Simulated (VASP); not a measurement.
# GaGe3 in VASP: a series of runs, part 2 of 3

VASP 6.6.1. The steps go on from the part before.

## (3) Single point, PBE

Contents of INCAR:

```
  PREC = Accurate
  ENCUT = 520
  EDIFF = 1E-6
  ISMEAR = -1
  SIGMA = 0.15
  LREAL = F
  LASPH = T
  NELM = 60
  ALGO = Normal
  ISIF = 2
  LWAVE = F
  LCHARG = F
  GGA = PE
  NBANDS = 36
```

Contents of KPOINTS:

```
Automatic mesh
0
Gamma
  6 6 6
```

Contents of POSCAR:

```
GaGe3
1.0
    4.2784700000      0.0000000000      0.0000000000
    0.0000000000      4.2784700000      0.0000000000
    0.0000000000      0.0000000000      4.2784700000
Ga Ge
1 3
Direct
    0.0000000000      0.0000000000      0.0000000000
    0.0000000000      0.5000000000      0.5000000000
    0.5000000000      0.0000000000      0.5000000000
    0.5000000000      0.5000000000     -0.0116864206
```

Potentials or basis: VASP PAW PBE potentials, release 64 (Ga_d, Ge_d).

Run with:

```sh
cat potpaw_PBE.64/Ga_d/POTCAR potpaw_PBE.64/Ge_d/POTCAR > POTCAR
mpirun -np 1 vasp_std > vasp.out
```

OUTCAR:

```text
PREC = Accurate
   ENCUT = 520
   EDIFF = 1E-6
   ISMEAR = -1
   LREAL = F
   LASPH = T
   NELM = 60
   ISIF = 2
   GGA = PE

 ion  position               nearest neighbor table
   1  0.000  0.000  0.000-
   2  0.000  0.500  0.500-
   3  0.500  0.000  0.500-
   4  0.500  0.500  0.988-

  LATTYP: Found a simple cubic cell.
 ALAT       =     4.2784700000

  Lattice vectors:

 A1 = (   4.2784700000,   0.0000000000,   0.0000000000)
 A2 = (   0.0000000000,   4.2784700000,   0.0000000000)
 A3 = (   0.0000000000,   0.0000000000,   4.2784700000)

Analysis of symmetry for initial positions (statically):
=====================================================================
 Subroutine PRICEL returns:
 Original cell was already a primitive cell.

 Routine SETGRP: Setting up the symmetry group for a
 simple cubic supercell.

 Subroutine GETGRP returns: Found  8 space group operations
 (whereof  8 operations were pure point group operations)
 out of a pool of 48 trial point group operations.

The static configuration has the point symmetry C_4v.

Analysis of symmetry for dynamics (positions and initial velocities):
=====================================================================
 Subroutine PRICEL returns:
 Original cell was already a primitive cell.

 Routine SETGRP: Setting up the symmetry group for a
 simple cubic supercell.

 Subroutine GETGRP returns: Found  8 space group operations
 (whereof  8 operations were pure point group operations)
 out of a pool of 48 trial point group operations.

The dynamic configuration has the point symmetry C_4v.

 Subroutine INISYM returns: Found  8 space group operations
 (whereof  8 operations are pure point group operations),
 and found     1 'primitive' translations

----------------------------------------------------------------------------------------

                                     Primitive cell

  volume of cell :      78.3187

  direct lattice vectors                    reciprocal lattice vectors
     4.278470000  0.000000000  0.000000000     0.233728412  0.000000000  0.000000000
     0.000000000  4.278470000  0.000000000     0.000000000  0.233728412  0.000000000
     0.000000000  0.000000000  4.278470000     0.000000000  0.000000000  0.233728412

  length of vectors
     4.278470000  4.278470000  4.278470000     0.233728412  0.233728412  0.233728412

  position of ions in fractional coordinates (direct lattice)
     0.000000000  0.000000000  0.000000000
     0.000000000  0.500000000  0.500000000
     0.500000000  0.000000000  0.500000000
     0.500000000  0.500000000  0.988313579

  ion indices of the primitive-cell ions
   primitive index   ion index
                 1           1
                 2           2
                 3           3
                 4           4

----------------------------------------------------------------------------------------

 KPOINTS: Automatic mesh

Automatic generation of k-mesh.
 Grid dimensions read from file:
 generate k-points for:    6    6    6

 Generating k-lattice:

  Cartesian coordinates                     Fractional coordinates (reciprocal lattice)
     0.038954735  0.000000000  0.000000000     0.166666667  0.000000000  0.000000000
     0.000000000  0.038954735  0.000000000     0.000000000  0.166666667  0.000000000
     0.000000000  0.000000000  0.038954735     0.000000000  0.000000000  0.166666667

  Length of vectors
     0.038954735  0.038954735  0.038954735

  Shift w.r.t. Gamma in fractional coordinates (k-lattice)
     0.000000000  0.000000000  0.000000000

 Subroutine IBZKPT returns following result:
 ===========================================

 Found     40 irreducible k-points:

 Following reciprocal coordinates:
            Coordinates               Weight
  0.000000  0.000000  0.000000      1.000000
  0.166667  0.000000  0.000000      4.000000
  0.000000  0.000000  0.166667      2.000000
  0.333333  0.000000  0.000000      4.000000
  0.000000  0.000000  0.333333      2.000000
  0.500000  0.000000  0.000000      2.000000
[... 16 lines left out ...]
  0.166667  0.166667  0.166667      8.000000
  0.333333  0.166667  0.166667     16.000000
 [... further k-points ...]
   k-points           NKPTS =     40   k-points in BZ     NKDIM =     40   number of bands    NBANDS=     36
   number of dos      NEDOS =    301   number of ions     NIONS =      4
   total plane-waves  NPLWV =  32768
   dimension x,y,z NGX =    32 NGY =   32 NGZ =   32
   dimension x,y,z NGXF=    64 NGYF=   64 NGZF=   64
   ions per type =               1   3
   NGX,Y,Z   is equivalent  to a cutoff of  12.43, 12.43, 12.43 a.u.
   NGXF,Y,Z  is equivalent  to a cutoff of  24.87, 24.87, 24.87 a.u.
 SYSTEM =  unknown system
   PREC   = accura    normal or accurate (medium, high low for compatibility)
   ISTART =      0    job   : 0-new  1-cont  2-samecut
   ICHARG =      2    charge: 1-file 2-atom 10-const
   ISPIN  =      1    spin polarized calculation?
   LNONCOLLINEAR =      F non collinear calculations
   LSORBIT =      F    spin-orbit coupling
   LASPH  =      T    aspherical Exc in radial PAW
   ENCUT  =  520.0 eV  38.22 Ry    6.18 a.u.   7.96  7.96  7.96*2*pi/ulx,y,z
   NELM   =     60;   NELMIN=  2; NELMDL= -5     # of ELM steps
   EDIFF  = 0.1E-05   stopping-criterion for ELM
   LREAL  =      F    real-space projection
   EDIFFG = 0.1E-04   stopping-criterion for IOM
   NSW    =      0    number of steps for IOM
   IBRION =     -1    ionic relax: 0-MD 1-quasi-New 2-CG
   NFREE  =      0    steps in history (QN), initial steepest desc. (CG)
   ISIF   =      2    stress and relaxation
   ISYM   =      2    0-nonsym 1-usesym 2-fastsym
   POTIM  = 0.5000    time-step for ionic-motion
   TEBEG  =    0.0;   TEEND  =   0.0 temperature during run
   PSTRESS=    0.0 pullay stress
   NELECT =      55.0000    total number of electrons
   NUPDOWN=      -1.0000    fix difference up-down
   EMIN   =  10.00;   EMAX   =-10.00  energy-range for DOS
   EFERMI =   0.00;   METHOD = LEGACY
   ISMEAR =    -1;   SIGMA  =   0.15  broadening in eV -4-tet -1-fermi 0-gaus
   EFERMI_NEDOS =   21; number of points for ismear=-14 and -15
   IALGO  =     38    algorithm
   IMIX   =      4    mixing-type and parameters
     AMIX     =   0.40;   BMIX     =  1.00
     AMIX_MAG =   1.60;   BMIX_MAG =  1.00
  volume/ion in A,a.u.               =      19.58       132.13
  Fermi-wavevector in a.u.,A,eV,Ry     =   1.455148  2.749831 28.809743  2.117456
  Thomas-Fermi vector in A             =   2.572216
   LORBIT       =      0    0 simple, 1 ext, 2 COOP (PROOUT), +10 PAW based schemes
   GGA     = PE    functional components
[... 5 lines left out ...]
 non-spin polarized calculation
  energy-cutoff  :      520.00
  volume of cell :       78.32
 maximum number of plane-waves:      2176
 NGX is ok and might be reduce to    32
   NGX = 15   NGY = 15   NGZ = 15

 number of electron      54.9999929 magnetization

 Free energy of the ion-electron system (eV)
  ---------------------------------------------------
  ext. energy  EPLUGINS =         0.00000000
  ---------------------------------------------------
  free energy    TOTEN  =       -15.49785190 eV

  energy without entropy =      -15.32990621  energy(sigma->0) =      -15.41387905

 E-fermi :   6.1693     XC(G=0): -11.0428

 val. band max:        6.1258237044   @ k =   0.0000   0.0000   0.3333
 cond. band min:       6.1996562374   @ k =   0.5000   0.1667   0.1667
 fundamental gap:      0.0738325331
 Fermi energy:         6.1692560701

 k-point     1 :       0.0000    0.0000    0.0000
  band No.  band energies     occupation
      1     -18.6546      2.00000
      2     -18.6541      2.00000
      3     -18.6541      2.00000
      4     -18.6436      2.00000
      5     -18.6122      2.00000
      6     -18.6114      2.00000
[... 28 lines left out ...]
     35      12.7840      0.00000
     36      13.1501      0.00000
[... 866 lines left out ...]
      6     -18.5956      2.00000
[... 28 lines left out ...]
     35      13.3424      0.00000
     36      14.0496      0.00000

 [... further k-points ...]

------------------------ aborting loop because EDIFF is reached ----------------------------------------

  FORCE on cell =-STRESS in cart. coord.  units (eV):
  Direction    XX          YY          ZZ          XY          YZ          ZX
  --------------------------------------------------------------------------------------
  -------------------------------------------------------------------------------------
  Total       -0.0751548     -0.0751548     -0.0777831      0.0000000      0.0000000     -0.0000000
  in kB       -1.5374535     -1.5374535     -1.5912213      0.0000000      0.0000000     -0.0000000
  external PRESSURE =      -1.5553761 kB  Pullay stress =       0.0000000 kB

 VOLUME and BASIS-vectors are now :
 -----------------------------------------------------------------------------
  energy-cutoff  :      520.00
  volume of cell :       78.32
      direct lattice vectors                 reciprocal lattice vectors
     4.278470000  0.000000000  0.000000000     0.233728412  0.000000000  0.000000000
     0.000000000  4.278470000  0.000000000     0.000000000  0.233728412  0.000000000
     0.000000000  0.000000000  4.278470000     0.000000000  0.000000000  0.233728412

 POSITION                                       TOTAL-FORCE (eV/Angst)
 -----------------------------------------------------------------------------------
      0.00000      0.00000      0.00000         0.000000     -0.000000      0.046347
      0.00000      2.13924      2.13924         0.000000     -0.000000     -0.029994
      2.13924      0.00000      2.13924         0.000000     -0.000000     -0.029994
      2.13924      2.13924      4.22847         0.000000      0.000000      0.013641
 -----------------------------------------------------------------------------------
    total drift:                                0.000000      0.000000      0.001529

  FREE ENERGIE OF THE ION-ELECTRON SYSTEM (eV)
  ---------------------------------------------------
  free  energy   TOTEN  =       -15.4978518958 eV

  energy  without entropy=      -15.3299062086  energy(sigma->0) =      -15.41387905
```

OSZICAR:

```text
N       E                     dE             d eps       ncg     rms          rms(c)
DAV:   1     0.441576459049E+03    0.44158E+03   -0.26937E+04  3416   0.404E+03
DAV:   2     0.672602173355E+02   -0.37432E+03   -0.36416E+03  2896   0.767E+02
DAV:   3    -0.111072521652E+02   -0.78367E+02   -0.77373E+02  3120   0.204E+02
DAV:   4    -0.154598546452E+02   -0.43526E+01   -0.43151E+01  3380   0.538E+01
DAV:   5    -0.155565257269E+02   -0.96671E-01   -0.96588E-01  3252   0.903E+00    0.196E+00
DAV:   6    -0.155134682585E+02    0.43057E-01   -0.89800E-02  3496   0.330E+00    0.106E+00
DAV:   7    -0.154985909540E+02    0.14877E-01   -0.26689E-02  3812   0.155E+00    0.173E-01
DAV:   8    -0.154978202929E+02    0.77066E-03   -0.31703E-03  3292   0.802E-01    0.464E-02
DAV:   9    -0.154978393930E+02   -0.19100E-04   -0.35646E-04  3464   0.511E-01    0.236E-02
DAV:  10    -0.154978513944E+02   -0.12001E-04   -0.96157E-05  3312   0.291E-01    0.966E-03
DAV:  11    -0.154978518125E+02   -0.41807E-06   -0.31993E-05  3928   0.791E-02    0.210E-03
DAV:  12    -0.154978518958E+02   -0.83261E-07   -0.22879E-06  2116   0.157E-02
   1 F= -.15497852E+02 E0= -.15413879E+02  d E =-.167946E+00
```

Run time: 37 s. Hardware: 1 thread of Intel Xeon Platinum 8488C (Sapphire Rapids), shared host; peak memory 0.24 GiB.

Results:

| Item | Value |
| --- | --- |
| Free energy | -15.4979 eV |
| Pressure | -0.2 GPa |
| Largest force | 0.046 eV/Å |

Forces on the atoms (eV/Å):
```
Ga   0.000  0.000  0.046
Ge   0.000  0.000 -0.030
Ge   0.000  0.000 -0.030
Ge   0.000  0.000  0.014
```

Levels at points of the mesh, in eV from the Fermi level:
```csv
k point,band 24,band 25,band 26,band 27,band 28,band 29,band 30,band 31,band 32,band 33
"(0.00, 0.00, 0.00)",-3.82,-3.81,-3.81,-3.35,2.57,2.57,2.57,3.50,3.50,3.50
"(0.50, 0.00, 0.00)",-3.38,-1.95,-1.95,-1.36,-1.35,-0.06,0.19,4.35,4.52,4.64
"(0.00, 0.00, 0.50)",-3.37,-1.97,-1.97,-1.33,-1.33,-0.06,0.19,4.33,4.54,4.63
"(0.50, 0.50, 0.00)",-7.17,-0.77,-0.22,-0.22,0.04,0.22,0.22,0.63,1.56,6.14
"(0.00, 0.50, 0.50)",-7.17,-0.78,-0.21,-0.20,-0.06,0.20,0.29,0.63,1.56,6.14
"(0.50, 0.50, 0.50)",-5.38,-5.25,-4.92,-4.92,-4.92,6.58,6.59,6.64,6.64,6.64
```

## (4) Single point, PBE

Contents of INCAR:

```
ALGO = Normal
EDIFF = 1E-6
ENCUT = 520
GGA = PE
ISIF = 2
ISMEAR = -1
LASPH = T
LCHARG = F
LREAL = F
LWAVE = F
NBANDS = 36
NELM = 60
PREC = Accurate
SIGMA = 0.15
```

Contents of KPOINTS:

```
k-points
0
Gamma
  6 6 6
```

POSCAR, as its differences from that of step 3:

```diff
@@ -11,2 +11,2 @@
     0.5000000000      0.0000000000      0.5000000000
-    0.5000000000      0.5000000000     -0.0116864206
+    0.5000000000      0.5000000000     -0.0058432103
```

Potentials or basis: VASP PAW PBE potentials, release 64 (Ga_d, Ge_d).

Run with:

```sh
cat potpaw_PBE.64/Ga_d/POTCAR potpaw_PBE.64/Ge_d/POTCAR > POTCAR
mpirun -np 1 vasp_std > vasp.out
```

OUTCAR:

```text
EDIFF = 1E-6
   ENCUT = 520
   GGA = PE
   ISIF = 2
   ISMEAR = -1
   LASPH = T
   LREAL = F
   NELM = 60
   PREC = Accurate

 ion  position               nearest neighbor table
   1  0.000  0.000  0.000-
   2  0.000  0.500  0.500-
   3  0.500  0.000  0.500-
   4  0.500  0.500  0.994-

  LATTYP: Found a simple cubic cell.
 ALAT       =     4.2784700000

  Lattice vectors:

 A1 = (   4.2784700000,   0.0000000000,   0.0000000000)
 A2 = (   0.0000000000,   4.2784700000,   0.0000000000)
 A3 = (   0.0000000000,   0.0000000000,   4.2784700000)

Analysis of symmetry for initial positions (statically):
=====================================================================
 Subroutine PRICEL returns:
 Original cell was already a primitive cell.

 Routine SETGRP: Setting up the symmetry group for a
 simple cubic supercell.

 Subroutine GETGRP returns: Found  8 space group operations
[... 164 lines left out ...]
  ---------------------------------------------------
  free energy    TOTEN  =       -15.49808418 eV

  energy without entropy =      -15.32982789  energy(sigma->0) =      -15.41395604

 E-fermi :   6.1700     XC(G=0): -11.0432

 val. band max:        6.1647905794   @ k =   0.0000   0.5000   0.5000
 cond. band min:       6.1987020728   @ k =   0.5000   0.5000   0.0000
 fundamental gap:      0.0339114934
 Fermi energy:         6.1699815714

 k-point     1 :       0.0000    0.0000    0.0000
  band No.  band energies     occupation
      1     -18.6546      2.00000
      2     -18.6543      2.00000
      3     -18.6543      2.00000
      4     -18.6437      2.00000
      5     -18.6123      2.00000
      6     -18.6117      2.00000
[... 925 lines left out ...]
     35      13.3429      0.00000
     36      14.0627      0.00000

 [... further k-points ...]

------------------------ aborting loop because EDIFF is reached ----------------------------------------

  FORCE on cell =-STRESS in cart. coord.  units (eV):
  Direction    XX          YY          ZZ          XY          YZ          ZX
  --------------------------------------------------------------------------------------
  -------------------------------------------------------------------------------------
  Total       -0.0799935     -0.0799935     -0.0805809      0.0000000      0.0000000      0.0000000
  in kB       -1.6364399     -1.6364399     -1.6484564      0.0000000      0.0000000      0.0000000
  external PRESSURE =      -1.6404454 kB  Pullay stress =       0.0000000 kB

 VOLUME and BASIS-vectors are now :
 -----------------------------------------------------------------------------
  energy-cutoff  :      520.00
  volume of cell :       78.32
      direct lattice vectors                 reciprocal lattice vectors
     4.278470000  0.000000000  0.000000000     0.233728412  0.000000000  0.000000000
     0.000000000  4.278470000  0.000000000     0.000000000  0.233728412  0.000000000
     0.000000000  0.000000000  4.278470000     0.000000000  0.000000000  0.233728412

 POSITION                                       TOTAL-FORCE (eV/Angst)
 -----------------------------------------------------------------------------------
      0.00000      0.00000      0.00000         0.000000     -0.000000      0.023620
      0.00000      2.13924      2.13924        -0.000000     -0.000000     -0.014110
      2.13924      0.00000      2.13924         0.000000      0.000000     -0.014110
      2.13924      2.13924      4.25347         0.000000     -0.000000      0.004599
 -----------------------------------------------------------------------------------
    total drift:                                0.000000     -0.000000     -0.001195

  FREE ENERGIE OF THE ION-ELECTRON SYSTEM (eV)
  ---------------------------------------------------
  free  energy   TOTEN  =       -15.4980841810 eV

  energy  without entropy=      -15.3298278914  energy(sigma->0) =      -15.41395604
```

OSZICAR:

```text
N       E                     dE             d eps       ncg     rms          rms(c)
DAV:   1     0.441533640374E+03    0.44153E+03   -0.26937E+04  3420   0.404E+03
DAV:   2     0.676160880609E+02   -0.37392E+03   -0.36381E+03  2880   0.766E+02
DAV:   3    -0.110924458996E+02   -0.78709E+02   -0.77730E+02  3160   0.204E+02
DAV:   4    -0.154578191583E+02   -0.43654E+01   -0.43256E+01  3376   0.537E+01
DAV:   5    -0.155568241811E+02   -0.99005E-01   -0.98892E-01  3256   0.910E+00    0.195E+00
DAV:   6    -0.155137369437E+02    0.43087E-01   -0.87573E-02  3476   0.328E+00    0.105E+00
DAV:   7    -0.154988236300E+02    0.14913E-01   -0.26924E-02  3752   0.155E+00    0.170E-01
DAV:   8    -0.154980607242E+02    0.76291E-03   -0.31945E-03  3144   0.655E-01    0.456E-02
DAV:   9    -0.154980746523E+02   -0.13928E-04   -0.18726E-04  3396   0.267E-01    0.248E-02
DAV:  10    -0.154980842735E+02   -0.96212E-05   -0.48590E-05  3424   0.244E-01    0.409E-03
DAV:  11    -0.154980849433E+02   -0.66985E-06   -0.15208E-05  3536   0.798E-02    0.212E-03
DAV:  12    -0.154980841810E+02    0.76232E-06   -0.24414E-06  2184   0.188E-02
   1 F= -.15498084E+02 E0= -.15413956E+02  d E =-.168256E+00
```

stdout:

```text
POSCAR found type information on POSCAR GaGe
 POSCAR found :  2 types and       4 ions
 scaLAPACK will be used
 LDA part: xc-table for (Slater+PW92), standard interpolation
 POSCAR, INCAR and KPOINTS ok, starting setup
 FFT: planning ... GRIDC
 FFT: planning ... GRID_SOFT
 FFT: planning ... GRID
 WAVECAR not read
 entering main loop
```

Run time: 40 s. Hardware: 1 thread of Intel Xeon Platinum 8488C (Sapphire Rapids), shared host; peak memory 0.23 GiB.

Results:

```
Free energy   : -15.4981 eV
Pressure      : -0.2 GPa
Largest force : 0.024 eV/Å
```

Forces on the atoms (eV/Å):
```
Ga   0.000  0.000  0.024
Ge   0.000  0.000 -0.014
Ge   0.000  0.000 -0.014
Ge   0.000  0.000  0.005
```

(Continued in part 3 of 3.)
